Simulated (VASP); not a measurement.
Sb, 3 atoms in the cell. The cell holds a slab with vacuum, 3 atoms: a = 3.334 Å, b = 3.334 Å, c = 21.444 Å, α = 90.00°, β = 90.00°, γ = 120.00°. 

```yaml
Program: VASP 6.6.1
Task: single point
Functional: PBEsol
Potentials_or_basis: VASP PAW PBE potentials, release 64 (Sb)
Cutoff: 520 eV
k_mesh: 11 × 11 × 1
Occupations: fermi-dirac, width 0.1 eV
Spin: no spin polarisation
Dipole_correction: yes
Further_INCAR_settings: ALGO = Normal; EDIFF = 1e-07; NBANDS = 14
```

Potentials or basis: VASP PAW PBE potentials, release 64 (Sb).

Command:

```console
$ cat potpaw_PBE.64/Sb/POTCAR > POTCAR
$ mpirun -np 1 vasp_std > vasp.out
```

Hardware: 1 thread of Intel(R) Xeon(R) 6975P-C (Granite Rapids), with other jobs on the host.

Question: Estimate the wall time of this run.

Answer: Wall time 42 s on 1 thread of Intel(R) Xeon(R) 6975P-C (Granite Rapids) (shared host), peak memory 0.34 GiB. Counts: scf iterations 20, k points 16.
